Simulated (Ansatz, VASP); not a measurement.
Two plane-wave programs on Y2Fe

```
Y Fe
1.0
     5.10114    0.00000    0.00000
    -2.55057    4.41772    0.00000
     0.00000    0.00000    3.10312
Y Fe
2 1
Direct
  0.33333 0.66667 0.50000
  0.66667 0.33333 0.50000
  0.00000 0.00000 0.00000
```

Alike in both runs: task relaxation of cell and atoms; functional PBE; k mesh 6 × 6 × 6; occupations gaussian, width 0.1 eV; collinear spin.

|  | VASP | Ansatz |
| --- | --- | --- |
| version | VASP 6.6.1 | Ansatz 0.2.0 |
| potentials or method | VASP PAW PBE potentials, release 64 (Y_sv, Fe), cutoff 600 eV | scalar-relativistic, plane waves, PAW |
| valence electrons in the cell | 30 | 38 |

|  | VASP | Ansatz | Ansatz less VASP |
| --- | --- | --- | --- |
| gap on the k mesh at the Fermi level, each at its own relaxed structure (eV) | none | none | - |
| net moment per atom (μB) | 0.69 | 0.71 | +0.012 |
| size of the moment on the site where the two differ most (μB) | 0.30 | 0.19 | -0.107 |
| relaxed volume (Å³/atom) | 23.18 | 23.20 | +0.028 |
| relaxed length of the cell vector where the two differ most in proportion (Å) | 5.099 | 5.104 | +0.0049 |

Site moments also hang on the region over which each program counts them. A gap of «none» marks a metal or a gap that the smearing closes. VASP's potentials hold 30 valence electrons a cell and Ansatz's 38, so a difference there can come from the potentials and not from the codes.
